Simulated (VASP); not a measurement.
# SiC (Fm-3m) in VASP: a series of runs, part 2 of 2

VASP 6.6.1. Earlier steps stand in the parts before.

### 3 Single point, PBE

This run uses another cell than the first one, of 8.37 Å³/atom, 1.021 times its volume.

The input, INCAR:

```
SYSTEM = SiC
  ALGO = Normal
  EDIFF = 1E-6
  ENCUT = 520
  GGA = PE
  ISIF = 2
  ISMEAR = 0
  LASPH = .True.
  LCHARG = .False.
  LREAL = .False.
  LWAVE = .False.
  NBANDS = 11
  NELM = 100
  PREC = Accurate
  SIGMA = 0.05
```

The input, KPOINTS:

```
k-points
0
Gamma
  8 8 8
  0 0 0
```

The input, POSCAR:

```
SiC
1.0
    0.0000000000      2.0301067309      2.0301067309
    2.0301067309      0.0000000000      2.0301067309
    2.0301067309      2.0301067309      0.0000000000
C Si
1 1
Direct
    0.0000000000      0.0000000000      0.0000000000
    0.5000000000      0.5000000000      0.5000000000
```

Potentials or basis: VASP PAW PBE potentials, release 64 (C, Si).

Launch:

```
$ cat potpaw_PBE.64/C/POTCAR potpaw_PBE.64/Si/POTCAR > POTCAR
$ mpirun -np 1 vasp_std > vasp.out
```

OUTCAR:

```text
SYSTEM = SiC
   EDIFF = 1E-6
   ENCUT = 520
   GGA = PE
   ISIF = 2
   ISMEAR = 0
   LASPH = .True.
   LREAL = .False.
   NELM = 100
   PREC = Accurate

 ion  position               nearest neighbor table
   1  0.000  0.000  0.000-   2 2.03   2 2.03   2 2.03   2 2.03   2 2.03   2 2.03
   2  0.500  0.500  0.500-   1 2.03   1 2.03   1 2.03   1 2.03   1 2.03   1 2.03

  LATTYP: Found a face centered cubic cell.
 ALAT       =     4.0602134618

  Lattice vectors:

 A1 = (   0.0000000000,   2.0301067309,   2.0301067309)
 A2 = (   2.0301067309,   0.0000000000,   2.0301067309)
 A3 = (   2.0301067309,   2.0301067309,   0.0000000000)

Analysis of symmetry for initial positions (statically):
=====================================================================
 Subroutine PRICEL returns:
 Original cell was already a primitive cell.

 Routine SETGRP: Setting up the symmetry group for a
 face centered cubic supercell.

 Subroutine GETGRP returns: Found 48 space group operations
 (whereof 48 operations were pure point group operations)
 out of a pool of 48 trial point group operations.

The static configuration has the point symmetry O_h .

Analysis of symmetry for dynamics (positions and initial velocities):
[... 164 lines left out ...]
 fundamental gap:      0.0737414992
 Fermi energy:        12.3241027701

 k-point     1 :       0.0000    0.0000    0.0000
  band No.  band energies     occupation
      1      -6.0986      2.00000
      2      12.2723      1.85742
      3      12.2723      1.85742
      4      12.2723      1.85742
      5      19.5912      0.00000
      6      21.2103      0.00000
      7      21.2103      0.00000
      8      21.2103      0.00000
      9      24.8755      0.00000
     10      24.8755      0.00000
     11      24.8755      0.00000
[... 309 lines left out ...]
 k-point    24 :      -0.3750    0.2500    0.1250
  band No.  band energies     occupation
      1      -0.1225      2.00000
      2       1.8156      2.00000
      3       7.5935      2.00000
      4       9.0091      2.00000
      5      16.2109      0.00000
      6      18.5168      0.00000
      7      21.9909      0.00000
      8      24.4795      0.00000
      9      26.4344      0.00000
     10      27.2136      0.00000
     11      31.0103      0.00000

 [... further k-points ...]
[... 5 lines left out ...]
  --------------------------------------------------------------------------------------
  -------------------------------------------------------------------------------------
  Total       -0.0382688     -0.0382688     -0.0382688      0.0000000     -0.0000000      0.0000000
  in kB       -3.6641112     -3.6641112     -3.6641112      0.0000000     -0.0000000      0.0000000
  external PRESSURE =      -3.6641112 kB  Pullay stress =       0.0000000 kB

 VOLUME and BASIS-vectors are now :
 -----------------------------------------------------------------------------
  energy-cutoff  :      520.00
  volume of cell :       16.73
      direct lattice vectors                 reciprocal lattice vectors
     0.000000000  2.030106731  2.030106731    -0.246292469  0.246292469  0.246292469
     2.030106731  0.000000000  2.030106731     0.246292469 -0.246292469  0.246292469
     2.030106731  2.030106731  0.000000000     0.246292469  0.246292469 -0.246292469

 POSITION                                       TOTAL-FORCE (eV/Angst)
 -----------------------------------------------------------------------------------
      0.00000      0.00000      0.00000         0.000000      0.000000      0.000000
      2.03011      2.03011      2.03011         0.000000     -0.000000     -0.000000
 -----------------------------------------------------------------------------------
    total drift:                                0.000000     -0.000000     -0.000000

  FREE ENERGIE OF THE ION-ELECTRON SYSTEM (eV)
  ---------------------------------------------------
  free  energy   TOTEN  =       -13.5716437449 eV

  energy  without entropy=      -13.5710414572  energy(sigma->0) =      -13.57134260
```

OSZICAR:

```text
N       E                     dE             d eps       ncg     rms          rms(c)
DAV:   1     0.414824850797E+01    0.41482E+01   -0.42050E+03   638   0.681E+02
DAV:   2    -0.143739215601E+02   -0.18522E+02   -0.17547E+02   861   0.103E+02
DAV:   3    -0.149676048174E+02   -0.59368E+00   -0.59225E+00   762   0.148E+01
DAV:   4    -0.149690451735E+02   -0.14404E-02   -0.14403E-02   697   0.941E-01
DAV:   5    -0.149690487207E+02   -0.35472E-05   -0.35472E-05   756   0.423E-02    0.812E+00
DAV:   6    -0.135886240932E+02    0.13804E+01   -0.47895E+00   674   0.993E+00    0.342E+00
DAV:   7    -0.135711787312E+02    0.17445E-01   -0.31040E-01   728   0.324E+00    0.142E+00
DAV:   8    -0.135714296686E+02   -0.25094E-03   -0.68533E-03   668   0.562E-01    0.328E-01
DAV:   9    -0.135716207999E+02   -0.19113E-03   -0.99138E-04   692   0.208E-01    0.122E-01
DAV:  10    -0.135716487645E+02   -0.27965E-04   -0.83031E-05   707   0.588E-02    0.191E-02
DAV:  11    -0.135716438469E+02    0.49176E-05   -0.26945E-05   698   0.244E-02    0.187E-03
DAV:  12    -0.135716437449E+02    0.10198E-06   -0.95747E-07   382   0.665E-03
   1 F= -.13571644E+02 E0= -.13571343E+02  d E =-.602288E-03
```

It took 12 s on 1 thread of Intel Xeon 8259CL, shared host; peak memory 0.13 GiB.

What came out:

- Free energy: -13.5716 eV
- Pressure: -0.4 GPa
- Band gap on the k mesh: zero (band 4 reaches 12.35 eV, above the bottom of band 5 at 11.28 eV)

### 4 Single point, PBE

This run uses another cell than the first one, of 9.10 Å³/atom, 1.111 times its volume.

The input, INCAR:

```
SYSTEM = SiC
  ALGO = Normal
  EDIFF = 1E-6
  ENCUT = 520
  GGA = PE
  ISIF = 2
  ISMEAR = 0
  LASPH = .True.
  LCHARG = .True.
  LELF = .True.
  LREAL = .False.
  LVHAR = .True.
  LWAVE = .False.
  NBANDS = 11
  NELM = 80
  PREC = Accurate
  SIGMA = 0.05
```

KPOINTS is that of step 3.

The input, POSCAR:

```
SiC
1.0
    0.0000000000      2.0881007700      2.0881007700
    2.0881007700      0.0000000000      2.0881007700
    2.0881007700      2.0881007700      0.0000000000
C Si
1 1
Direct
    0.0000000000      0.0000000000      0.0000000000
    0.5000000000      0.5000000000      0.5000000000
```

Launch:

```
$ cat potpaw_PBE.64/C/POTCAR potpaw_PBE.64/Si/POTCAR > POTCAR
$ mpirun -np 1 vasp_std > vasp.out
```

It took 13 s on 1 thread of Intel Xeon 8259CL, shared host; peak memory 0.13 GiB.

It converged, with:

```
Free energy            : -13.4853 eV
Pressure               : -16.4 GPa
Band gap on the k mesh : zero (band 4 reaches 11.12 eV, above the bottom of band 5 at 9.49 eV)
```

Levels at points of the mesh, in eV from the Fermi level:
| k point | band 1 | band 2 | band 3 | band 4 | band 5 | band 6 | band 7 | band 8 | band 9 |
| --- | --- | --- | --- | --- | --- | --- | --- | --- | --- |
| (0.00, 0.00, 0.00) | -17.23 | 0.17 | 0.17 | 0.17 | 6.06 | 9.10 | 9.10 | 9.10 | 11.79 |
| (0.50, 0.00, 0.00) | -12.42 | -10.64 | -0.65 | -0.65 | 5.06 | 5.06 | 5.51 | 8.74 | 14.11 |
| (0.50, 0.50, 0.00) | -10.90 | -8.80 | -3.76 | -3.76 | -1.32 | 3.13 | 13.71 | 13.71 | 14.04 |

### 5 The runs side by side

| cell | gap on the mesh (eV) | pressure (GPa) |
| --- | --- | --- |
| a = 2.851 Å, angles 60.0°, 2 atoms | none | 5.4 |
| a = 2.871 Å, angles 60.0°, 2 atoms | none | -0.4 |
| a = 2.953 Å, angles 60.0°, 2 atoms | none | -16.4 |

Alike in all rows: task single point; level PBE; potentials or basis VASP PAW PBE potentials, release 64 (C, Si); no spin polarisation; k mesh 8 × 8 × 8; cutoff (eV) 520; smearing gaussian 0.05 eV.

Absolute energies hang on the potentials; compare differences alone.
